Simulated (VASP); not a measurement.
A run of VASP 6.6.1 is set up as follows.

File INCAR:

```
SYSTEM = TiO2
ALGO     = Normal         ! electronic algorithm
EDIFF    = 1E-6           ! SCF threshold, eV
ENCUT    = 600            ! plane-wave cutoff, eV
GGA      = PE             ! functional
GGA_COMPAT= .False.      
ISIF     = 2              ! what is computed and relaxed
ISMEAR   = 0              ! smearing method
LASPH    = .True.         ! aspherical terms in the spheres
LCHARG   = .False.        ! write CHGCAR
LREAL    = .False.        ! projectors in reciprocal space
LWAVE    = .False.        ! write WAVECAR
NBANDS   = 19             ! bands
NELM     = 120            ! most SCF steps
PREC     = Accurate       ! precision mode
SIGMA    = 0.01           ! smearing width, eV
```

KPOINTS

```
k-points
0
Gamma
  4 4 4
  0 0 0
```

POSCAR

```
TiO2
1.0
    0.0000000000      2.3968272579      2.3968272579
    2.3968272579      0.0000000000      2.3968272579
    2.3968272579      2.3968272579      0.0000000000
Ti O
1 2
Direct
    0.0000000000      0.0000000000      0.0000000000
    0.2500000000      0.2500000000      0.2500000000
    0.7500000000      0.7500000000      0.7500000000
```

Potentials or basis: VASP PAW PBE potentials, release 64 (Ti_sv, O).

Launch:

```console
$ cat potpaw_PBE.64/Ti_sv/POTCAR potpaw_PBE.64/O/POTCAR > POTCAR
$ mpirun -np 1 vasp_std > vasp.out
```

**Question.** Predict the pressure.

**Answer.** 6.5 GPa.

**Question.** Predict the band gap on the k mesh.

**Answer.** 1.12 eV, indirect (least direct gap 1.83 eV).

Caveat: the k points lie up to 0.57 Å⁻¹ apart. A k mesh can miss the band edges.
